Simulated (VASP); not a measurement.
# SiC (R-3m) in VASP: further runs

Runs on SiC. Level: PBE. Tasks: single point, relaxation of cell and atoms.

Program: VASP 6.6.1. These are calculated values, not measurements. Logs are shortened: lines on timing, memory, paths and dates and some standing lists are left out, and cuts for length are marked.

## (1) The cell of the first run

The structure is trigonal, space group R-3m (No. 166). Conventional cell: a = 2.706 Å, b = 2.706 Å, c = 13.255 Å, α = 90.00°, β = 90.00°, γ = 120.00°. Si (site symmetry -3m) has 6 Si at 2.71 Å and 6 C at 2.71 Å within 3.6 Å. Within 3.6 Å of C (site symmetry -3m) lie 6 C at 2.71 Å and 6 Si at 2.71 Å.

## (2) Single point, PBE

INCAR

```
PREC = Accurate
ENCUT = 520
EDIFF = 1E-7
ISMEAR = 0
SIGMA = 0.1
LREAL = False
LASPH = True
NELM = 60
ALGO = Normal
ISIF = 2
LWAVE = False
LCHARG = False
GGA = PE
NBANDS = 11
```

KPOINTS

```
Automatic mesh
0
Gamma
  6 6 6
```

POSCAR

```
SiC
1.0
    1.3528100700      0.7810452600      4.4182591900
   -1.3528100700      0.7810452600      4.4182591900
    0.0000000000     -1.5620905200      4.4182591900
Si C
1 1
Direct
    0.0000000000      0.0000000000      0.0000000000
    0.5000000000      0.5000000000      0.5000000000
```

Potentials or basis: VASP PAW PBE potentials, release 64 (Si, C).

Started as:

```bash
> cat potpaw_PBE.64/Si/POTCAR potpaw_PBE.64/C/POTCAR > POTCAR
> mpirun -np 1 vasp_std > vasp.out
```

OUTCAR:

```text
PREC = Accurate
   ENCUT = 520
   EDIFF = 1E-7
   ISMEAR = 0
   LREAL = False
   LASPH = True
   NELM = 60
   ISIF = 2
   GGA = PE

 ion  position               nearest neighbor table
   1  0.000  0.000  0.000-
   2  0.500  0.500  0.500-

  LATTYP: Found a trigonal (rhomboedric) cell.
 ALAT       =     4.6862715514
 COS(alpha) =     0.8333333330

  Lattice vectors:

 A1 = (   1.3528100700,   0.7810452600,   4.4182591900)
 A2 = (  -1.3528100700,   0.7810452600,   4.4182591900)
 A3 = (   0.0000000000,  -1.5620905200,   4.4182591900)

Analysis of symmetry for initial positions (statically):
=====================================================================
 Subroutine PRICEL returns:
 Original cell was already a primitive cell.

 Routine SETGRP: Setting up the symmetry group for a
 trigonal (rhombohedral) supercell.

 Subroutine GETGRP returns: Found 12 space group operations
 (whereof 12 operations were pure point group operations)
 out of a pool of 12 trial point group operations.

The static configuration has the point symmetry D_3d.

Analysis of symmetry for dynamics (positions and initial velocities):
=====================================================================
 Subroutine PRICEL returns:
 Original cell was already a primitive cell.

 Routine SETGRP: Setting up the symmetry group for a
 trigonal (rhombohedral) supercell.

 Subroutine GETGRP returns: Found 12 space group operations
 (whereof 12 operations were pure point group operations)
 out of a pool of 12 trial point group operations.

The dynamic configuration has the point symmetry D_3d.

 Subroutine INISYM returns: Found 12 space group operations
 (whereof 12 operations are pure point group operations),
 and found     1 'primitive' translations

----------------------------------------------------------------------------------------

                                     Primitive cell

  volume of cell :      28.0102

  direct lattice vectors                    reciprocal lattice vectors
     1.352810070  0.781045260  4.418259190     0.369601033  0.213389256  0.075444495
    -1.352810070  0.781045260  4.418259190    -0.369601033  0.213389256  0.075444495
     0.000000000 -1.562090520  4.418259190     0.000000000 -0.426778511  0.075444495

  length of vectors
     4.686271551  4.686271551  4.686271552     0.433395628  0.433395628  0.433395627

  position of ions in fractional coordinates (direct lattice)
     0.000000000  0.000000000  0.000000000
     0.500000000  0.500000000  0.500000000

  ion indices of the primitive-cell ions
   primitive index   ion index
                 1           1
                 2           2

----------------------------------------------------------------------------------------

 KPOINTS: Automatic mesh

Automatic generation of k-mesh.
 Grid dimensions read from file:
 generate k-points for:    6    6    6

 Generating k-lattice:

  Cartesian coordinates                     Fractional coordinates (reciprocal lattice)
     0.061600172  0.035564876  0.012574082     0.166666667  0.000000000  0.000000000
    -0.061600172  0.035564876  0.012574082     0.000000000  0.166666667  0.000000000
     0.000000000 -0.071129752  0.012574082     0.000000000  0.000000000  0.166666667

  Length of vectors
     0.072232605  0.072232605  0.072232605

  Shift w.r.t. Gamma in fractional coordinates (k-lattice)
     0.000000000  0.000000000  0.000000000

 Subroutine IBZKPT returns following result:
 ===========================================

 Found     32 irreducible k-points:

 Following reciprocal coordinates:
            Coordinates               Weight
  0.000000  0.000000  0.000000      1.000000
  0.166667  0.000000  0.000000      6.000000
  0.333333  0.000000  0.000000      6.000000
  0.500000  0.000000  0.000000      3.000000
  0.166667  0.166667  0.000000      6.000000
  0.333333  0.166667  0.000000     12.000000
[... 16 lines left out ...]
  0.500000  0.500000  0.166667      6.000000
 -0.333333  0.500000  0.166667     12.000000
 [... further k-points ...]
   k-points           NKPTS =     32   k-points in BZ     NKDIM =     32   number of bands    NBANDS=     11
   number of dos      NEDOS =    301   number of ions     NIONS =      2
   total plane-waves  NPLWV =  46656
   dimension x,y,z NGX =    36 NGY =   36 NGZ =   36
   dimension x,y,z NGXF=    72 NGYF=   72 NGZF=   72
   ions per type =               1   1
   NGX,Y,Z   is equivalent  to a cutoff of  12.77, 12.77, 12.77 a.u.
   NGXF,Y,Z  is equivalent  to a cutoff of  25.54, 25.54, 25.54 a.u.
 SYSTEM =  unknown system
   PREC   = accura    normal or accurate (medium, high low for compatibility)
   ISTART =      0    job   : 0-new  1-cont  2-samecut
   ICHARG =      2    charge: 1-file 2-atom 10-const
   ISPIN  =      1    spin polarized calculation?
   LNONCOLLINEAR =      F non collinear calculations
   LSORBIT =      F    spin-orbit coupling
   LASPH  =      T    aspherical Exc in radial PAW
   ENCUT  =  520.0 eV  38.22 Ry    6.18 a.u.   8.71  8.71  8.71*2*pi/ulx,y,z
   NELM   =     60;   NELMIN=  2; NELMDL= -5     # of ELM steps
   EDIFF  = 0.1E-06   stopping-criterion for ELM
   LREAL  =      F    real-space projection
   EDIFFG = 0.1E-05   stopping-criterion for IOM
   NSW    =      0    number of steps for IOM
   IBRION =     -1    ionic relax: 0-MD 1-quasi-New 2-CG
   NFREE  =      0    steps in history (QN), initial steepest desc. (CG)
   ISIF   =      2    stress and relaxation
   ISYM   =      2    0-nonsym 1-usesym 2-fastsym
   POTIM  = 0.5000    time-step for ionic-motion
   TEBEG  =    0.0;   TEEND  =   0.0 temperature during run
   PSTRESS=    0.0 pullay stress
   NELECT =       8.0000    total number of electrons
   NUPDOWN=      -1.0000    fix difference up-down
   EMIN   =  10.00;   EMAX   =-10.00  energy-range for DOS
   EFERMI =   0.00;   METHOD = LEGACY
   ISMEAR =     0;   SIGMA  =   0.10  broadening in eV -4-tet -1-fermi 0-gaus
   EFERMI_NEDOS =   21; number of points for ismear=-14 and -15
   IALGO  =     38    algorithm
   IMIX   =      4    mixing-type and parameters
     AMIX     =   0.40;   BMIX     =  1.00
     AMIX_MAG =   1.60;   BMIX_MAG =  1.00
  volume/ion in A,a.u.               =      14.01        94.51
  Fermi-wavevector in a.u.,A,eV,Ry     =   1.078118  2.037348 15.814577  1.162339
  Thomas-Fermi vector in A             =   2.214048
   LORBIT       =      0    0 simple, 1 ext, 2 COOP (PROOUT), +10 PAW based schemes
   GGA     = PE    functional components
   LHFCALC =     F    Hartree Fock is set to
   AEXX    =    0.0000 exact exchange contribution
   IVDW    =     0    specifies the selected vdW correction
   LEPSILON=     F    determine dielectric tensor
   LRPA    =     F    only Hartree local field effects (RPA)
 non-spin polarized calculation
 Gauss-broadening in eV      SIGMA  =   0.10
  energy-cutoff  :      520.00
  volume of cell :       28.01
 maximum number of plane-waves:       767
   NGX = 17   NGY = 17   NGZ = 17

 number of electron       8.0000000 magnetization

 Free energy of the ion-electron system (eV)
  ---------------------------------------------------
  ext. energy  EPLUGINS =         0.00000000
  ---------------------------------------------------
  free energy    TOTEN  =        -9.19300214 eV

  energy without entropy =       -9.18442297  energy(sigma->0) =       -9.18871256

 E-fermi :   5.9519     XC(G=0): -10.5904

 val. band max:        5.9227161808   @ k =  -0.3333   0.5000   0.1667
 cond. band min:       6.0087114021   @ k =  -0.1667   0.3333   0.1667
 fundamental gap:      0.0859952213
 Fermi energy:         5.9519416470

 k-point     1 :       0.0000    0.0000    0.0000
  band No.  band energies     occupation
      1      -7.5426      2.00000
      2      -1.9733      2.00000
      3       0.5231      2.00000
      4       9.3872      0.00000
      5       9.3872      0.00000
      6      12.5550      0.00000
      7      16.8653      0.00000
      8      16.8653      0.00000
      9      17.6642      0.00000
     10      18.7830      0.00000
     11      18.7830      0.00000

 k-point     2 :       0.1667    0.0000    0.0000
  band No.  band energies     occupation
      1      -6.8596      2.00000
      2      -1.5605      2.00000
      3       1.3537      2.00000
      4       7.5458      0.00000
      5       8.9554      0.00000
      6      11.4911      0.00000
      7      12.8621      0.00000
      8      14.5434      0.00000
      9      16.9055      0.00000
     10      20.0494      0.00000
     11      20.5640      0.00000

 k-point     3 :       0.3333    0.0000    0.0000
  band No.  band energies     occupation
      1      -4.8935      2.00000
      2      -0.3434      2.00000
      3       3.4832      2.00000
      4       3.7302      2.00000
      5       7.1295      0.00000
      6       8.2147      0.00000
      7      10.8862      0.00000
      8      12.6562      0.00000
      9      15.1219      0.00000
     10      17.7370      0.00000
     11      20.0438      0.00000

 k-point     4 :       0.5000    0.0000    0.0000
  band No.  band energies     occupation
      1      -2.7302      2.00000
      2      -0.3875      2.00000
      3       2.4604      2.00000
      4       3.5614      2.00000
      5       6.5259      0.00000
      6       7.8898      0.00000
      7       8.6010      0.00000
      8      12.0095      0.00000
      9      14.3604      0.00000
     10      17.1895      0.00000
     11      18.7524      0.00000
[... 239 lines left out ...]
 k-point    22 :      -0.1667    0.3333    0.1667
  band No.  band energies     occupation
      1      -3.2250      2.00000
      2       0.8749      2.00000
      3       2.6888      2.00000
      4       3.9509      2.00000
      5       5.4991      2.00000
      6       6.0087      0.42206
      7       8.8601      0.00000
      8      11.6165      0.00000
      9      16.2267      0.00000
     10      18.5466      0.00000
     11      19.0675      0.00000

 k-point    23 :       0.5000    0.5000    0.1667
  band No.  band energies     occupation
      1      -4.0771      2.00000
      2      -2.4440      2.00000
      3       3.6134      2.00000
      4       5.7235      1.99877
      5       7.6375      0.00000
      6       8.0063      0.00000
      7      10.7117      0.00000
      8      13.4076      0.00000
      9      14.5229      0.00000
     10      15.8820      0.00000
     11      21.1836      0.00000

 k-point    24 :      -0.3333    0.5000    0.1667
  band No.  band energies     occupation
      1      -2.5414      2.00000
      2      -0.7339      2.00000
      3       2.1487      2.00000
      4       4.3823      2.00000
      5       5.9227      1.32062
      6       7.8198      0.00000
      7       9.4266      0.00000
      8      11.4651      0.00000
      9      14.3453      0.00000
     10      17.6172      0.00000
     11      18.5997      0.00000

 [... further k-points ...]
[... 5 lines left out ...]
  --------------------------------------------------------------------------------------
  -------------------------------------------------------------------------------------
  Total       -2.1853307     -2.1853307     -5.3079194      0.0000000     -0.0000000      0.0000000
  in kB     -125.0006515   -125.0006521   -303.6123476      0.0000000     -0.0000000      0.0000000
  external PRESSURE =    -184.5378837 kB  Pullay stress =       0.0000000 kB

 VOLUME and BASIS-vectors are now :
 -----------------------------------------------------------------------------
  energy-cutoff  :      520.00
  volume of cell :       28.01
      direct lattice vectors                 reciprocal lattice vectors
     1.352810070  0.781045260  4.418259190     0.369601033  0.213389256  0.075444495
    -1.352810070  0.781045260  4.418259190    -0.369601033  0.213389256  0.075444495
     0.000000000 -1.562090520  4.418259190     0.000000000 -0.426778511  0.075444495

 POSITION                                       TOTAL-FORCE (eV/Angst)
 -----------------------------------------------------------------------------------
      0.00000      0.00000      0.00000        -0.000000     -0.000000      0.000000
      0.00000      0.00000      6.62739         0.000000      0.000000     -0.000000
 -----------------------------------------------------------------------------------
    total drift:                                0.000000     -0.000000      0.000000

  FREE ENERGIE OF THE ION-ELECTRON SYSTEM (eV)
  ---------------------------------------------------
  free  energy   TOTEN  =        -9.1930021367 eV

  energy  without entropy=       -9.1844229747  energy(sigma->0) =       -9.18871256
```

Run time: 17 s. Hardware: 1 thread of Intel Xeon 6975P-C (Granite Rapids), shared host; peak memory 0.18 GiB.

What came out:

```yaml
Free_energy: -9.1930 eV
Pressure: -18.5 GPa
Band_gap_on_the_k_mesh: zero (band 4 reaches 9.39 eV, above the bottom of band 5 at 3.81 eV)
```

Caveat: the k points lie up to 0.45 Å⁻¹ apart.

## (3) Relaxation of cell and atoms, PBE

INCAR

```
PREC = Accurate
ENCUT = 600
EDIFF = 1E-6
ISMEAR = 0
SIGMA = 0.1
LREAL = F
LASPH = T
NELM = 80
ALGO = Normal
ISIF = 3
LWAVE = F
LCHARG = F
GGA = PE
IBRION = 2
NSW = 90
EDIFFG = -0.04
```

KPOINTS

```
regular mesh
0
Gamma
  6 6 6
```

POSCAR is that of step 2.

Potentials or basis: VASP PAW PBE potentials, release 64 (Si, C).

Started as:

```bash
> cat potpaw_PBE.64/Si/POTCAR potpaw_PBE.64/C/POTCAR > POTCAR
> mpirun -np 1 vasp_std > vasp.out
```

Run time: 2.1 min. Hardware: 1 thread of Intel Xeon 6975P-C (Granite Rapids), shared host; peak memory 0.26 GiB.

It converged, with:

| Quantity | Value |
| --- | --- |
| Free energy | -13.5486 eV |
| Relaxed volume | 8.31 Å³/atom |
| Relaxed cell | a = 2.867 Å, b = 2.867 Å, c = 2.867 Å, α = 59.89°, β = 59.89°, γ = 59.89° |
| Space group after relaxing (to 0.05 Å) | Fm-3m (No. 225) |
| Energy gained by relaxing | 2177.8 meV/atom |
| Ionic steps | 13 |
| Pressure after relaxing | 0.2 GPa |
| Band gap on the k mesh | zero (band 4 reaches 12.41 eV, above the bottom of band 5 at 11.42 eV) |

Stress tensor (GPa, compression positive):
```
 0.61  0.00  0.00
 0.00  0.61  0.00
 0.00  0.00 -0.49
```

The path:
```csv
step,energy change (eV),largest force (eV/Å),pressure (GPa),volume (Å³)
1,0.0000,0.0000,-18.48,28.01
2,-0.8444,0.0000,-9.13,21.91
3,-1.0121,0.0000,5.17,19.48
4,-1.0261,0.0000,9.61,18.92
5,-1.9433,0.0000,14.39,17.43
6,3.0318,0.0000,330.62,10.42
7,-4.0858,0.0000,38.47,14.85
8,-3.9626,0.0000,56.73,14.21
9,-4.0837,0.0000,44.60,14.62
10,-4.1246,0.0000,15.25,16.02
11,-4.2248,0.0000,26.24,15.32
12,-4.3531,0.0000,3.59,16.42
13,-4.3557,0.0000,0.24,16.62
```

Final structure:
```
Si C
1.0
     1.43120    0.82630    2.34295
    -1.43120    0.82630    2.34295
     0.00000   -1.65260    2.34295
Si C
1 1
Direct
  0.00000 0.00000 0.00000
  0.50000 0.50000 0.50000
```

Levels at points of the mesh, in eV from the Fermi level:
```
           k point  band 2  band 3  band 4  band 5  band 6  band 7
(0.00, 0.00, 0.00)    0.00    0.05    0.05    7.46    8.90    8.97
(0.50, 0.00, 0.00)  -11.51   -1.04   -1.01    5.22    5.25    5.91
(0.50, 0.50, 0.00)   -9.77   -4.30   -4.26   -0.95    2.55   14.82
(0.50, 0.50, 0.50)  -11.54   -0.99   -0.99    5.28    5.28    5.96
```

Caveat: the k points lie up to 0.45 Å⁻¹ apart in the final cell; the volume moved by over 15 % at a fixed basis, so the end points are rough.

## (4) Single point, PBE, collinear spin, ferromagnetic start

INCAR

```
SYSTEM = SiC
PREC = Accurate
ENCUT = 520
EDIFF = 1E-6
ISMEAR = 0
SIGMA = 0.1
LREAL = .False.
LASPH = .True.
NELM = 150
ALGO = Normal
ISIF = 2
LWAVE = .False.
LCHARG = .False.
ISPIN = 2
MAGMOM = 0 1
LORBIT = 11
GGA = PE
NBANDS = 15
```

KPOINTS

```
regular mesh
0
Gamma
  6 6 6
  0 0 0
```

POSCAR is that of step 3.

Started as:

```bash
> cat potpaw_PBE.64/Si/POTCAR potpaw_PBE.64/C/POTCAR > POTCAR
> mpirun -np 1 vasp_std > vasp.out
```

Run time: 34 s. Hardware: 1 thread of Intel Xeon 6975P-C (Granite Rapids), shared host; peak memory 0.23 GiB.

The run converged. Its results:

```
Free energy                                           : -9.1930 eV
Pressure                                              : -18.5 GPa
Band gap on the k mesh                                : zero (filled and empty bands overlap)
Net moment                                            : 0.00 μB per cell
Valence electrons inside the program's atomic spheres : Si 1.47; C 2.01
```

Stress tensor (GPa, compression positive):
```
-12.50   0.00   0.00
  0.00 -12.50   0.00
  0.00   0.00 -30.36
```

Levels at points of the mesh, in eV from the Fermi level:
Spin up:
```tsv
k point	band 1	band 2	band 3	band 4	band 5	band 6	band 7	band 8	band 9
(0.00, 0.00, 0.00)	-13.49	-7.93	-5.43	3.44	3.44	6.60	10.91	10.91	11.71
(0.50, 0.00, 0.00)	-8.68	-6.34	-3.49	-2.39	0.57	1.94	2.65	6.06	8.41
(0.50, 0.50, 0.00)	-8.44	-5.71	-4.52	-3.91	1.68	1.77	6.51	6.98	7.31
(0.50, 0.50, 0.50)	-11.88	-11.75	0.38	1.72	3.41	3.41	10.61	10.61	12.59
```
Spin down:
```csv
k point,band 1,band 2,band 3,band 4,band 5,band 6,band 7,band 8
"(0.00, 0.00, 0.00)",-13.49,-7.93,-5.43,3.44,3.44,6.60,10.91,10.91
"(0.50, 0.00, 0.00)",-8.68,-6.34,-3.49,-2.39,0.57,1.94,2.65,6.06
"(0.50, 0.50, 0.00)",-8.44,-5.71,-4.52,-3.91,1.68,1.77,6.51,6.98
"(0.50, 0.50, 0.50)",-11.88,-11.75,0.38,1.72,3.41,3.41,10.61,10.61
```

Caveat: the k points lie up to 0.45 Å⁻¹ apart.

## (5) Summary

```csv
task,spin,cell,cutoff (eV),gap on the mesh (eV),pressure (GPa)
single point,off,as given,520,none,-18.5
relaxation of cell and atoms,off,relaxed,600,none,0.2
single point,"collinear, ferromagnetic start",as given,520,none,-18.5
```

Alike in all rows: level PBE; potentials or basis VASP PAW PBE potentials, release 64 (Si, C); k mesh 6 × 6 × 6; smearing gaussian 0.1 eV.

Caveats: all runs use coarse meshes; the volume moved by over 15 % at a fixed basis, so the end points are rough (some runs).

Absolute energies hang on the potentials; compare differences alone.
